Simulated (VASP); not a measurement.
Set up this calculation in VASP 6.6.1, as the native input.

| Property | Result |
| --- | --- |
| Task | single point |
| Functional | r2SCAN |
| Potentials or basis | VASP PAW PBE potentials, release 64 (Hf_pv, C) |
| Cutoff | 520 eV |
| k mesh | 12 × 12 × 12 |
| Occupations | fermi-dirac, width 0.1 eV |
| Spin | no spin polarisation |
| Dipole correction | no |
| Further INCAR settings | ALGO = Normal; EDIFF = 1e-06; NBANDS = 14 |

The system is HfC.

```xyz
2
Lattice="0.0000 2.3250 2.3250 2.3250 0.0000 2.3250 2.3250 2.3250 0.0000" Properties=species:S:1:pos:R:3 pbc="T T T"
Hf    2.3250    2.3250    2.1250
C     0.0000    0.0000    0.0000
```

One way to write it, as run:

POSCAR

```
HfC
1.0
    0.0000000000      2.3250000000      2.3250000000
    2.3250000000      0.0000000000      2.3250000000
    2.3250000000      2.3250000000      0.0000000000
Hf C
1 1
Direct
    0.4569892473      0.4569892473      0.5430107527
    0.0000000000      0.0000000000      0.0000000000
```

INCAR.step1

```
ALGO = Normal
EDIFF = 1E-4
ENCUT = 520
GGA = PE
ISMEAR = -1
LASPH = T
LCHARG = F
LREAL = F
LWAVE = T
NBANDS = 14
NELM = 60
PREC = Accurate
SIGMA = 0.1
```

INCAR.step2

```
ALGO = Normal
EDIFF = 1E-6
ENCUT = 520
ISIF = 2
ISMEAR = -1
ISTART = 1
LASPH = T
LCHARG = T
LELF = T
LMIXTAU = T
LREAL = F
LVHAR = T
LWAVE = F
METAGGA = R2SCAN
NBANDS = 14
NELM = 60
PREC = Accurate
SIGMA = 0.1
```

KPOINTS

```
k-points
0
Gamma
  12 12 12
```

Potentials or basis: VASP PAW PBE potentials, release 64 (Hf_pv, C).

Command:

```bash
$ cat potpaw_PBE.64/Hf_pv/POTCAR potpaw_PBE.64/C/POTCAR > POTCAR
$ cp INCAR.step1 INCAR
$ mpirun -np 1 vasp_std > vasp.out
$ cp INCAR.step2 INCAR
$ mpirun -np 1 vasp_std > vasp.out
```

Results of the run:

```json
{
  "Pressure": "1.2 GPa",
  "Largest force": "1.646 eV/Å",
  "Band gap on the k mesh": "zero (band 7 reaches 6.27 eV, above the bottom of band 8 at 5.41 eV)"
}
```

Caveat: the PAW data sets were made with another functional, which shifts forces and pressure a little; spin-orbit coupling is left out, which moves the levels of the heavy elements.

Run time: 2 min on 1 thread of Intel(R) Xeon(R) Platinum 8488C (Sapphire Rapids), with other jobs on the host, peak memory 0.19 GiB.
